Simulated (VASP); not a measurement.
# V (Im-3m) in VASP: further runs

V is run at these levels: revPBE+D3(BJ), r2SCAN+D3(BJ); tasks: single point.

Program: VASP 6.6.1. These are calculated values, not measurements. Logs are shortened: lines on timing, memory, paths and dates and some standing lists are left out, and cuts for length are marked.

### Step 1. The cell of the first run

Symmetry: Im-3m, No. 229, cubic system. The conventional cell has a = 2.925 Å, b = 2.925 Å, c = 2.925 Å, α = 90.00°, β = 90.00°, γ = 90.00°. Within 3.3 Å of V (site symmetry m-3m) lie 14 V at 2.53 to 2.92 Å.

### Step 2. Single point, revPBE+D3(BJ), collinear spin, ferromagnetic start

The input, INCAR:

```
PREC = Accurate
ENCUT = 520
EDIFF = 1E-7
ISMEAR = -1
SIGMA = 0.05
LREAL = F
LASPH = T
NELM = 150
ALGO = Normal
ISIF = 2
LWAVE = F
LCHARG = T
ISPIN = 2
MAGMOM = 2
LORBIT = 11
LMAXMIX = 4
GGA = RE
IVDW = 12
LELF = T
LVHAR = T
NBANDS = 16
```

The input, KPOINTS:

```
Automatic mesh
0
Gamma
  12 12 12
```

The input, POSCAR:

```
V
1.0
   -1.4624080631      1.4624080631      1.4624080631
    1.4624080631     -1.4624080631      1.4624080631
    1.4624080631      1.4624080631     -1.4624080631
V
1
Direct
    0.0000000000      0.0000000000      0.0000000000
```

Potentials or basis: VASP PAW PBE potentials, release 64 (V_sv).

Launch:

```
cat potpaw_PBE.64/V_sv/POTCAR > POTCAR
mpirun -np 1 vasp_std > vasp.out
```

OUTCAR:

```text
PREC = Accurate
   ENCUT = 520
   EDIFF = 1E-7
   ISMEAR = -1
   LREAL = F
   LASPH = T
   NELM = 150
   ISIF = 2
   ISPIN = 2
   LORBIT = 11
   GGA = RE
   IVDW = 12
 IVDW          = 12

 ion  position               nearest neighbor table
   1  0.000  0.000  0.000-

  LATTYP: Found a body centered cubic cell.
 ALAT       =     2.9248161262

  Lattice vectors:

 A1 = (  -1.4624080631,   1.4624080631,   1.4624080631)
 A2 = (   1.4624080631,  -1.4624080631,   1.4624080631)
 A3 = (   1.4624080631,   1.4624080631,  -1.4624080631)

Analysis of symmetry for initial positions (statically):
=====================================================================
 Subroutine PRICEL returns:
 Original cell was already a primitive cell.

 Routine SETGRP: Setting up the symmetry group for a
 body centered cubic supercell.

 Subroutine GETGRP returns: Found 48 space group operations
 (whereof 48 operations were pure point group operations)
 out of a pool of 48 trial point group operations.

The static configuration has the point symmetry O_h .

Analysis of symmetry for dynamics (positions and initial velocities):
=====================================================================
 Subroutine PRICEL returns:
 Original cell was already a primitive cell.

 Routine SETGRP: Setting up the symmetry group for a
 body centered cubic supercell.

 Subroutine GETGRP returns: Found 48 space group operations
 (whereof 48 operations were pure point group operations)
 out of a pool of 48 trial point group operations.

The dynamic configuration has the point symmetry O_h .

Analysis of structural, dynamic, and magnetic symmetry:
=====================================================================
 Subroutine PRICEL returns:
 Original cell was already a primitive cell.

 Routine SETGRP: Setting up the symmetry group for a
 body centered cubic supercell.

 Subroutine GETGRP returns: Found 48 space group operations
 (whereof 48 operations were pure point group operations)
 out of a pool of 48 trial point group operations.

The overall configuration has the point symmetry O_h .

 Subroutine INISYM returns: Found 48 space group operations
 (whereof 48 operations are pure point group operations),
 and found     1 'primitive' translations

----------------------------------------------------------------------------------------

                                     Primitive cell

  volume of cell :      12.5102

  direct lattice vectors                    reciprocal lattice vectors
    -1.462408063  1.462408063  1.462408063     0.000000000  0.341901835  0.341901835
     1.462408063 -1.462408063  1.462408063     0.341901835  0.000000000  0.341901835
[... 102 lines left out ...]
     AMIX     =   0.40;   BMIX     =  1.00
     AMIX_MAG =   1.60;   BMIX_MAG =  1.00
  volume/ion in A,a.u.               =      12.51        84.42
  Fermi-wavevector in a.u.,A,eV,Ry     =   1.658189  3.133523 37.410456  2.749591
  Thomas-Fermi vector in A             =   2.745813
   LORBIT       =     11    0 simple, 1 ext, 2 COOP (PROOUT), +10 PAW based schemes
   GGA     = RE    functional components
   LHFCALC =     F    Hartree Fock is set to
   AEXX    =    0.0000 exact exchange contribution
   IVDW    =    12    specifies the selected vdW correction
   LEPSILON=     F    determine dielectric tensor
   LRPA    =     F    only Hartree local field effects (RPA)
 spin polarized calculation
  energy-cutoff  :      520.00
  volume of cell :       12.51
 maximum number of plane-waves:       370
   NGX =  9   NGY =  9   NGZ =  9

 number of electron      13.0000011 magnetization       0.0002557

 number of electron      13.0000011 magnetization      -0.0000339

 Free energy of the ion-electron system (eV)
  ---------------------------------------------------
  ext. energy  EPLUGINS =         0.00000000
  ---------------------------------------------------
  free energy    TOTEN  =        -8.54655382 eV

  energy without entropy =       -8.52946729  energy(sigma->0) =       -8.53801055

 E-fermi :  10.7390     XC(G=0): -13.2228

 val. band max:       10.7374587208   @ k =   0.3333   0.1667   0.0833
 cond. band min:      10.7499305775   @ k =   0.3333   0.1667   0.0000
 fundamental gap:      0.0124718567
 Fermi energy:        10.7390364272

 spin component 1

 k-point     1 :       0.0000    0.0000    0.0000
  band No.  band energies     occupation
      1     -52.9846      1.00000
      2     -26.1024      1.00000
      3     -26.1024      1.00000
      4     -26.1024      1.00000
      5       3.9975      1.00000
      6      11.1775      0.00016
[... 435 lines left out ...]
      5       7.8044      1.00000
      6       9.3805      1.00000
[... 8 lines left out ...]
     15      41.5197      0.00000
     16      41.7908      0.00000

 [... further k-points ...]

 spin component 2

 k-point     1 :       0.0000    0.0000    0.0000
  band No.  band energies     occupation
      1     -52.9846      1.00000
      2     -26.1024      1.00000
      3     -26.1024      1.00000
      4     -26.1024      1.00000
      5       3.9975      1.00000
      6      11.1774      0.00016
[... 435 lines left out ...]
      5       7.8044      1.00000
      6       9.3805      1.00000
[... 8 lines left out ...]
     15      41.5197      0.00000
     16      41.7908      0.00000

 [... further k-points ...]

------------------------ aborting loop because EDIFF is reached ----------------------------------------

 Edisp (eV)   -1.37657

 E8    (eV) :    -0.9941

  FORCE on cell =-STRESS in cart. coord.  units (eV):
  Direction    XX          YY          ZZ          XY          YZ          ZX
  --------------------------------------------------------------------------------------
  -------------------------------------------------------------------------------------
  Total       0.02959     0.02959     0.02959     0.00000     0.00000    -0.00000
  in kB       3.78894     3.78894     3.78894     0.00000     0.00000    -0.00000
  external pressure =        3.79 kB  Pullay stress =        0.00 kB

 VOLUME and BASIS-vectors are now :
 -----------------------------------------------------------------------------
  energy-cutoff  :      520.00
  volume of cell :       12.51
      direct lattice vectors                 reciprocal lattice vectors
    -1.462408063  1.462408063  1.462408063     0.000000000  0.341901835  0.341901835
     1.462408063 -1.462408063  1.462408063     0.341901835  0.000000000  0.341901835
     1.462408063  1.462408063 -1.462408063     0.341901835  0.341901835  0.000000000

 POSITION                                       TOTAL-FORCE (eV/Angst)
 -----------------------------------------------------------------------------------
      0.00000      0.00000      0.00000        -0.000000     -0.000000     -0.000000
 -----------------------------------------------------------------------------------
    total drift:                                0.000000     -0.000000      0.000000

  FREE ENERGIE OF THE ION-ELECTRON SYSTEM (eV)
  ---------------------------------------------------
  free  energy   TOTEN  =        -9.9231271139 eV

  energy  without entropy=       -9.9060405844  energy(sigma->0) =       -9.91458385

 total charge

# of ion       s       p       d       tot
------------------------------------------
    1        2.363   6.244   3.179  11.786

 magnetization (x)

# of ion       s       p       d       tot
------------------------------------------
    1       -0.000  -0.000  -0.000  -0.000
```

stdout:

```text
POSCAR found type information on POSCAR V
 POSCAR found :  1 types and       1 ions
 scaLAPACK will be used
 -----------------------------------------------------------------------------
|                                                                             |
|                                                                             |
|     You enforced a specific xc type in the INCAR file but a different       |
|     I HOPE YOU KNOW WHAT YOU ARE DOING!                                     |
|                                                                             |
 -----------------------------------------------------------------------------

 LDA part: xc-table for (Slater+PW92), standard interpolation
 POSCAR, INCAR and KPOINTS ok, starting setup
 FFT: planning ... GRIDC
 FFT: planning ... GRID_SOFT
 FFT: planning ... GRID
 WAVECAR not read
 entering main loop
```

Wall time 30 s (1 thread of Intel Xeon 6975P-C (Granite Rapids), shared host); peak memory 0.15 GiB.

What came out:

```
Free energy                                           : -9.9231 eV
Pressure                                              : 0.4 GPa
Net moment                                            : 0.00 μB per cell
Valence electrons inside the program's atomic spheres : V 11.79
Dispersion energy per atom                            : -1.377 eV
```

Caveat: the PAW data sets were made with another functional, which shifts forces and pressure a little; pairwise dispersion overbinds metals, which lowers pressure and volume.

### Step 3. Single point, r2SCAN+D3(BJ), collinear spin, ferromagnetic start

This run uses another cell than the first one, of 13.01 Å³/atom, 1.040 times its volume.

The input, POSCAR:

```
V
1.0
   -1.4815353528      1.4815353528      1.4815353528
    1.4815353528     -1.4815353528      1.4815353528
    1.4815353528      1.4815353528     -1.4815353528
V
1
Direct
    0.0000000000      0.0000000000      0.0000000000
```

The input, INCAR.step1:

```
SYSTEM = V
ALGO = Normal
EDIFF = 1E-4
ENCUT = 520
GGA = PE
ISMEAR = -1
ISPIN = 2
LASPH = .TRUE.
LCHARG = .FALSE.
LMAXMIX = 4
LREAL = .FALSE.
LWAVE = .TRUE.
MAGMOM = 2
NBANDS = 16
NELM = 150
PREC = Accurate
SIGMA = 0.05
```

The input, INCAR.step2:

```
SYSTEM = V
ALGO = Normal
EDIFF = 1E-6
ENCUT = 520
ISIF = 2
ISMEAR = -1
ISPIN = 2
ISTART = 1
IVDW = 12
LASPH = .TRUE.
LCHARG = .FALSE.
LMAXMIX = 4
LMIXTAU = .TRUE.
LORBIT = 11
LREAL = .FALSE.
LWAVE = .FALSE.
MAGMOM = 2
METAGGA = R2SCAN
NBANDS = 16
NELM = 150
PREC = Accurate
SIGMA = 0.05
VDW_A1 = 0.49484001
VDW_A2 = 5.73083694
VDW_S6 = 1.0
VDW_S8 = 0.78981345
```

The input, KPOINTS:

```
k-points
0
G
  12 12 12
  0 0 0
```

Potentials or basis: VASP PAW PBE potentials, release 64 (V_sv).

Launch:

```
cat potpaw_PBE.64/V_sv/POTCAR > POTCAR
cp INCAR.step1 INCAR
mpirun -np 1 vasp_std > vasp.out
cp INCAR.step2 INCAR
mpirun -np 1 vasp_std > vasp.out
```

OUTCAR:

```text
SYSTEM = V
   EDIFF = 1E-6
   ENCUT = 520
   ISIF = 2
   ISMEAR = -1
   ISPIN = 2
   ISTART = 1
   IVDW = 12
   LASPH = .TRUE.
   LORBIT = 11
   LREAL = .FALSE.
   METAGGA = R2SCAN
   NELM = 150
   PREC = Accurate
 IVDW          = 12

 ion  position               nearest neighbor table
   1  0.000  0.000  0.000-

  LATTYP: Found a body centered cubic cell.
 ALAT       =     2.9630707056

  Lattice vectors:

 A1 = (  -1.4815353528,   1.4815353528,   1.4815353528)
 A2 = (   1.4815353528,  -1.4815353528,   1.4815353528)
 A3 = (   1.4815353528,   1.4815353528,  -1.4815353528)

Analysis of symmetry for initial positions (statically):
=====================================================================
 Subroutine PRICEL returns:
 Original cell was already a primitive cell.

 Routine SETGRP: Setting up the symmetry group for a
 body centered cubic supercell.

 Subroutine GETGRP returns: Found 48 space group operations
 (whereof 48 operations were pure point group operations)
 out of a pool of 48 trial point group operations.

The static configuration has the point symmetry O_h .

Analysis of symmetry for dynamics (positions and initial velocities):
=====================================================================
 Subroutine PRICEL returns:
 Original cell was already a primitive cell.

 Routine SETGRP: Setting up the symmetry group for a
 body centered cubic supercell.

 Subroutine GETGRP returns: Found 48 space group operations
 (whereof 48 operations were pure point group operations)
 out of a pool of 48 trial point group operations.

The dynamic configuration has the point symmetry O_h .

Analysis of structural, dynamic, and magnetic symmetry:
=====================================================================
 Subroutine PRICEL returns:
 Original cell was already a primitive cell.

 Routine SETGRP: Setting up the symmetry group for a
 body centered cubic supercell.

 Subroutine GETGRP returns: Found 48 space group operations
 (whereof 48 operations were pure point group operations)
 out of a pool of 48 trial point group operations.

The overall configuration has the point symmetry O_h .

 Subroutine INISYM returns: Found 48 space group operations
 (whereof 48 operations are pure point group operations),
 and found     1 'primitive' translations

----------------------------------------------------------------------------------------

                                     Primitive cell

  volume of cell :      13.0076

  direct lattice vectors                    reciprocal lattice vectors
    -1.481535353  1.481535353  1.481535353     0.000000000  0.337487728  0.337487728
     1.481535353 -1.481535353  1.481535353     0.337487728  0.000000000  0.337487728
     1.481535353  1.481535353 -1.481535353     0.337487728  0.337487728  0.000000000

  length of vectors
     2.566094504  2.566094504  2.566094504     0.477279722  0.477279722  0.477279722

  position of ions in fractional coordinates (direct lattice)
     0.000000000  0.000000000  0.000000000

  ion indices of the primitive-cell ions
   primitive index   ion index
                 1           1

----------------------------------------------------------------------------------------

 KPOINTS: k-points
[... 55 lines left out ...]
   ions per type =               1
   NGX,Y,Z   is equivalent  to a cutoff of  12.96, 12.96, 12.96 a.u.
   NGXF,Y,Z  is equivalent  to a cutoff of  25.91, 25.91, 25.91 a.u.
 SYSTEM =  V
   PREC   = accura    normal or accurate (medium, high low for compatibility)
   ISTART =      1    job   : 0-new  1-cont  2-samecut
   ICHARG =      0    charge: 1-file 2-atom 10-const
   ISPIN  =      2    spin polarized calculation?
   LNONCOLLINEAR =      F non collinear calculations
   LSORBIT =      F    spin-orbit coupling
   LASPH  =      T    aspherical Exc in radial PAW
   ENCUT  =  520.0 eV  38.22 Ry    6.18 a.u.   4.77  4.77  4.77*2*pi/ulx,y,z
   NELM   =    150;   NELMIN=  2; NELMDL=  0     # of ELM steps
   EDIFF  = 0.1E-05   stopping-criterion for ELM
   LREAL  =      F    real-space projection
   EDIFFG = 0.1E-04   stopping-criterion for IOM
   NSW    =      0    number of steps for IOM
   IBRION =     -1    ionic relax: 0-MD 1-quasi-New 2-CG
   NFREE  =      0    steps in history (QN), initial steepest desc. (CG)
   ISIF   =      2    stress and relaxation
   ISYM   =      2    0-nonsym 1-usesym 2-fastsym
   POTIM  = 0.5000    time-step for ionic-motion
   TEBEG  =    0.0;   TEEND  =   0.0 temperature during run
   PSTRESS=    0.0 pullay stress
   NELECT =      13.0000    total number of electrons
   NUPDOWN=      -1.0000    fix difference up-down
   EMIN   =  10.00;   EMAX   =-10.00  energy-range for DOS
   EFERMI =   0.00;   METHOD = LEGACY
   ISMEAR =    -1;   SIGMA  =   0.05  broadening in eV -4-tet -1-fermi 0-gaus
   EFERMI_NEDOS =   21; number of points for ismear=-14 and -15
   IALGO  =     38    algorithm
   IMIX   =      4    mixing-type and parameters
     AMIX     =   0.40;   BMIX     =  1.00
     AMIX_MAG =   1.60;   BMIX_MAG =  1.00
  volume/ion in A,a.u.               =      13.01        87.78
  Fermi-wavevector in a.u.,A,eV,Ry     =   1.636781  3.093068 36.450720  2.679052
  Thomas-Fermi vector in A             =   2.728030
   LORBIT       =     11    0 simple, 1 ext, 2 COOP (PROOUT), +10 PAW based schemes
   METAGGA = R2SCAN    functional components
   LHFCALC =     F    Hartree Fock is set to
   AEXX    =    0.0000 exact exchange contribution
   IVDW    =    12    specifies the selected vdW correction
   LEPSILON=     F    determine dielectric tensor
   LRPA    =     F    only Hartree local field effects (RPA)
 spin polarized calculation
  energy-cutoff  :      520.00
  volume of cell :       13.01
 maximum number of plane-waves:       370
   NGX =  9   NGY =  9   NGZ =  9

 number of electron      13.0000000 magnetization       0.0009956

 number of electron      13.0000000 magnetization      -0.0014466

 Free energy of the ion-electron system (eV)
  ---------------------------------------------------
  ext. energy  EPLUGINS =         0.00000000
  ---------------------------------------------------
  free energy    TOTEN  =       -14.12506431 eV

  energy without entropy =      -14.10926540  energy(sigma->0) =      -14.11716486

 E-fermi :  10.0976     XC(G=0): -14.2788

 val. band max:       10.0943184072   @ k =   0.2500   0.0000   0.0000
 cond. band min:      10.1016084898   @ k =  -0.4167   0.5000   0.1667
 fundamental gap:      0.0072900826
 Fermi energy:        10.0975543525

 spin component 1

 k-point     1 :       0.0000    0.0000    0.0000
  band No.  band energies     occupation
      1     -56.1634      1.00000
      2     -28.2534      1.00000
      3     -28.2534      1.00000
      4     -28.2534      1.00000
      5       2.9731      1.00000
      6      10.6028      0.00004
[... 435 lines left out ...]
      5       7.1338      1.00000
      6       8.7872      1.00000
[... 8 lines left out ...]
     15      41.5872      0.00000
     16      41.6039      0.00000

 [... further k-points ...]

 spin component 2

 k-point     1 :       0.0000    0.0000    0.0000
  band No.  band energies     occupation
      1     -56.1648      1.00000
      2     -28.2549      1.00000
      3     -28.2549      1.00000
      4     -28.2549      1.00000
      5       2.9724      1.00000
      6      10.6007      0.00004
[... 435 lines left out ...]
      5       7.1326      1.00000
      6       8.7852      1.00000
[... 8 lines left out ...]
     15      41.5861      0.00000
     16      41.6027      0.00000

 [... further k-points ...]

------------------------ aborting loop because EDIFF is reached ----------------------------------------

 Edisp (eV)   -0.33059

 E8    (eV) :    -0.1231

  FORCE on cell =-STRESS in cart. coord.  units (eV):
  Direction    XX          YY          ZZ          XY          YZ          ZX
  --------------------------------------------------------------------------------------
  -------------------------------------------------------------------------------------
  Total       0.05517     0.05517     0.05517     0.00000     0.00000    -0.00000
  in kB       6.79548     6.79548     6.79548     0.00000     0.00000    -0.00000
  external pressure =        6.80 kB  Pullay stress =        0.00 kB

 VOLUME and BASIS-vectors are now :
 -----------------------------------------------------------------------------
  energy-cutoff  :      520.00
  volume of cell :       13.01
      direct lattice vectors                 reciprocal lattice vectors
    -1.481535353  1.481535353  1.481535353     0.000000000  0.337487728  0.337487728
     1.481535353 -1.481535353  1.481535353     0.337487728  0.000000000  0.337487728
     1.481535353  1.481535353 -1.481535353     0.337487728  0.337487728  0.000000000

 POSITION                                       TOTAL-FORCE (eV/Angst)
 -----------------------------------------------------------------------------------
      0.00000      0.00000      0.00000         0.000000     -0.000000     -0.000000
 -----------------------------------------------------------------------------------
    total drift:                               -0.000000      0.000000     -0.000000

  FREE ENERGIE OF THE ION-ELECTRON SYSTEM (eV)
  ---------------------------------------------------
  free  energy   TOTEN  =       -14.4556556872 eV

  energy  without entropy=      -14.4398567755  energy(sigma->0) =      -14.44775623

 total charge

# of ion       s       p       d       tot
------------------------------------------
    1        2.349   6.247   3.089  11.685

 magnetization (x)

# of ion       s       p       d       tot
------------------------------------------
    1       -0.000  -0.000  -0.001  -0.001
```

Wall time 98 s (1 thread of Intel Xeon 6975P-C (Granite Rapids), shared host); peak memory 0.16 GiB.

What came out:

* Free energy: -14.4557 eV
* Pressure: 0.7 GPa
* Net moment: 0.00 μB per cell
* Valence electrons inside the program's atomic spheres: V 11.69
* Dispersion energy per atom: -0.331 eV

Caveat: the PAW data sets were made with another functional, which shifts forces and pressure a little; pairwise dispersion overbinds metals, which lowers pressure and volume.
